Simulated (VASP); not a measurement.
Set up this calculation in VASP 6.6.1, as the native input.

```
Task                   : single point
Functional             : PBEsol
Potentials or basis    : VASP PAW PBE potentials, release 64 (Pb_d, F)
Cutoff                 : 520 eV
k mesh                 : 8 × 8 × 8
Occupations            : gaussian, width 0.05 eV
Spin                   : no spin polarisation
Dipole correction      : no
Further INCAR settings : ALGO = Normal; EDIFF = 1e-06; NBANDS = 21
```

The structure of PbF2 lies in POSCAR:

```
PbF2
1.0
    0.0000000000      2.5944029432      3.8916044148
    2.5944029432      0.0000000000      3.8916044148
    2.5944029432      2.5944029432      0.0000000000
Pb F
1 2
Direct
    0.0000000000      0.0000000000      0.0000000000
    0.2500000000      0.2500000000      0.2500000000
    0.7500000000      0.7500000000      0.7500000000
```

This cell differs from its parent crystal: ratio of the length along z to the lengths across it x 1.5, volume and fractional coordinates fixed.

The input as run:

INCAR

```
  PREC = Accurate
  ENCUT = 520
  EDIFF = 1E-6
  ISMEAR = 0
  SIGMA = 0.05
  LREAL = False
  LASPH = True
  NELM = 80
  ALGO = Normal
  ISIF = 2
  LWAVE = False
  LCHARG = False
  GGA = PS
  NBANDS = 21
```

KPOINTS

```
regular mesh
0
Gamma
  8 8 8
```

Potentials or basis: VASP PAW PBE potentials, release 64 (Pb_d, F).

Run with:

```sh
$ cat potpaw_PBE.64/Pb_d/POTCAR potpaw_PBE.64/F/POTCAR > POTCAR
$ mpirun -np 1 vasp_std > vasp.out
```

Results of the run:

| Item | Value |
| --- | --- |
| Pressure | -6.0 GPa |
| Band gap on the k mesh | 2.33 eV, indirect (least direct gap 2.40 eV) |

Caveat: the PAW data sets were made with another functional, which shifts forces and pressure a little; spin-orbit coupling is left out, which moves the levels of the heavy elements.

It took 28 s on 1 thread of Intel(R) Xeon(R) Platinum 8559C (Emerald Rapids), with other jobs on the host, peak memory 0.21 GiB.
